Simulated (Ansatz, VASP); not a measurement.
## NaGa3Sb3 in VASP and in Ansatz

```xyz
14
Lattice="7.6857 0.0000 0.0000 0.0000 7.6857 0.0000 0.0000 0.0000 7.6857" Properties=species:S:1:pos:R:3 pbc="T T T"
Na    3.8429    3.8429    3.8429
Na    0.0000    0.0000    0.0000
Ga    3.8429    0.0000    5.7643
Ga    5.7643    3.8429    0.0000
Ga    0.0000    5.7643    3.8429
Ga    3.8429    0.0000    1.9214
Ga    1.9214    3.8429    0.0000
Ga    0.0000    1.9214    3.8429
Sb    0.0000    3.8429    5.7643
Sb    5.7643    0.0000    3.8429
Sb    3.8429    5.7643    0.0000
Sb    0.0000    3.8429    1.9214
Sb    1.9214    0.0000    3.8429
Sb    3.8429    1.9214    0.0000
```

Alike in both runs: functional PBE; k mesh 4 × 4 × 4; occupations gaussian, width 0.1 eV; no spin polarisation.

Ansatz relaxed the structure, and its values are those at the end. VASP's run is a single point on that final structure, the one shown.

|  | VASP | Ansatz |
| --- | --- | --- |
| version | VASP 6.6.1 | Ansatz 0.2.0 |
| potentials or method | VASP PAW PBE potentials, release 64 (Na_pv, Ga_d, Sb), cutoff 520 eV | scalar-relativistic, plane waves, PAW |
| valence electrons in the cell | 122 | 186 |

VASP gave:

```
gap on the k mesh at the Fermi level (eV) : none
pressure (GPa)                            : 0.1
```

Which values does Ansatz return?

gap on the k mesh at the Fermi level (eV): none; pressure (GPa): 0.0.

A gap of «none» marks a metal or a gap that the smearing closes. VASP's potentials hold 122 valence electrons a cell and Ansatz's 186, so a difference there can come from the potentials and not from the codes.

Neither program's run includes spin-orbit coupling.
